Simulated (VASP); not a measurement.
RbZn2:

```xyz
3
Lattice="5.0275 0.0000 0.0000 -2.5138 4.3540 0.0000 0.0000 0.0000 3.1959" Properties=species:S:1:pos:R:3 pbc="T T T"
Rb    0.0000    0.0000    0.0000
Zn    0.0000    2.9026    1.5980
Zn    2.5138    1.4513    1.5980
```

| Property | Result |
| --- | --- |
| Program | VASP 6.6.1 |
| Task | relaxation of cell and atoms |
| Functional | PBE |
| Potentials or basis | VASP PAW PBE potentials, release 64 (Rb_sv, Zn) |
| Cutoff | 600 eV |
| k mesh | 6 × 6 × 6 |
| Occupations | gaussian, width 0.1 eV |
| Spin | no spin polarisation |

At the start: pressure 5.8 GPa; volume 23.32 Å³/atom.

Task: How do energy, volume and symmetry change on relaxing?

Result: Over 23 steps the energy falls by 212.8 meV/atom and the volume is 31.04 Å³/atom (+33.1 %); space group P6/mmm (No. 191, to 0.1 Å) before and after.

The path:
```tsv
step	energy change (eV)	largest force (eV/Å)	pressure (GPa)	volume (Å³)
1	0.0000	0.0000	5.77	69.96
2	-0.2117	0.0000	2.00	78.80
3	-0.2581	0.0000	0.54	84.79
4	-0.2629	0.0000	0.17	87.14
5	-0.2634	0.0000	0.09	87.94
6	-0.2634	0.0000	-0.04	88.46
7	-0.2646	0.0000	0.01	88.65
8	-0.2664	0.0000	0.02	88.94
9	-0.2701	0.0000	0.09	89.51
10	-0.2805	0.0000	0.10	90.60
11	-0.3279	0.0000	0.07	92.63
12	-0.4360	0.0000	-0.33	96.00
13	-0.5936	0.0000	-0.65	100.24
14	-0.6026	0.0000	-0.91	100.82
15	-0.6005	0.0000	-0.77	100.61
16	-0.6031	0.0000	-0.81	100.48
17	-0.6087	0.0000	-0.96	100.05
18	-0.6076	0.0000	-1.43	98.94
19	-0.6099	0.0000	-1.06	99.84
20	-0.6187	0.0000	-0.91	98.38
21	-0.6371	0.0000	-0.31	94.04
22	-0.5750	0.0000	2.14	85.57
23	-0.6385	0.0000	-0.14	93.13
```

Final structure:
```xyz
3
Lattice="4.5488 0.0000 0.0000 -2.2744 3.9394 0.0000 0.0000 0.0000 5.1973" Properties=species:S:1:pos:R:3 pbc="T T T"
Rb    0.0000    0.0000    0.0000
Zn    0.0000    2.6263    2.5987
Zn    2.2744    1.3131    2.5987
```

Caveat: the volume moved by over 15 % at a fixed basis, so the end points are rough.
